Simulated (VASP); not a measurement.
Crystal: Ni.

```
Ni
1.0
     1.97759    0.00000    0.00000
    -0.98879    1.71264    0.00000
     0.00000    0.00000    1.88730
Ni
1
Cartesian
  0.0000 0.0000 0.0000
```

Base run:

- Program: VASP 6.6.1
- Functional: LDA
- Potentials or basis: VASP PAW LDA potentials, release 64 (Ni_sv_GW)
- Cutoff: 590 eV
- k mesh: 22 × 22 × 20
- Occupations: fermi-dirac, width 0.05 eV
- Spin: collinear spin, ferromagnetic start
- Starting moments: [1.0] μB

Its results: band gap on the k mesh zero (filled and empty bands overlap); pressure 389.3 GPa; net moment 0.00 μB per cell.

Question: The run is repeated on the same cell with these changes: potentials or basis from VASP PAW LDA potentials, release 64 (Ni_sv_GW) to VASP PAW LDA potentials, release 64 (Ni); cutoff from 590 eV to 520 eV; further incar settings from ALGO = Normal; EDIFF = 1e-06; NBANDS = 19 to ALGO = Normal; EDIFF = 1e-07; NBANDS = 15; valence electrons from 18 to 10. What comes out?

Answer: Band gap on the k mesh zero (filled and empty bands overlap); pressure 387.1 GPa; net moment 0.00 μB per cell.
